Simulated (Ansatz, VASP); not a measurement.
**Two plane-wave programs on Rh**

INCAR

```
PREC = Accurate
ENCUT = 520
EDIFF = 1E-6
ISMEAR = 0
SIGMA = 0.15
LREAL = False
LASPH = True
NELM = 100
ALGO = Fast
ISIF = 2
LWAVE = False
LCHARG = False
GGA = PE
NBANDS = 22
```

File KPOINTS:

```
Automatic mesh
0
Gamma
  18 18 12
```

File POSCAR:

```
Rh
1.0
    0.0000000000     -1.9015500000     -1.9015500000
    0.0000000000      1.9015500000     -1.9015500000
    3.8031000000      0.0000000000      0.0000000000
Rh
2
Direct
    0.5000000000      0.5000000000      0.4309773606
    0.0000000000      0.0000000000      0.0690226394
```

Input for Ansatz:

```yaml
crystal:
  lattice:
    - [0.0, -1.90155, -1.90155]
    - [0.0, 1.90155, -1.90155]
    - [3.8031, 0.0, 0.0]
  atoms:
    - { symbol: Rh, position: [0.5, 0.5, 0.4309773606] }
    - { symbol: Rh, position: [0.0, 0.0, 0.0690226394] }
basis:
  ecutwfc: 420
kpoints:
  mp_grid: { grid: [18, 18, 12] }
hamiltonian:
  xc: pbe
scf:
  occupations: { method: gaussian, width: 0.15 }
output:
  forces: true
  stress: true
  eigenvalues: true
```

Change from the starting cell: mode 6 (233.9 1/cm) frozen in, largest displacement +0.263 Å.

Alike in both runs: task single point; functional PBE; k mesh 18 × 18 × 12; occupations gaussian, width 0.15 eV; no spin polarisation.

```csv
,VASP,Ansatz
version,VASP 6.6.1,Ansatz 0.2.0
potentials or method,"VASP PAW PBE potentials, release 64 (Rh_pv), cutoff 520 eV","scalar-relativistic, plane waves, PAW"
valence electrons in the cell,30,34
```

```tsv
	VASP	Ansatz	Ansatz less VASP
gap on the k mesh at the Fermi level (eV)	none	none	-
rms of the force components (eV/Å)	4.043	3.993	-0.0503
```

Atom by atom the forces differ by 0.050 eV/Å (rms over components). A gap of «none» marks a metal or a gap that the smearing closes. VASP's potentials hold 30 valence electrons a cell and Ansatz's 34, so a difference there can come from the potentials and not from the codes.
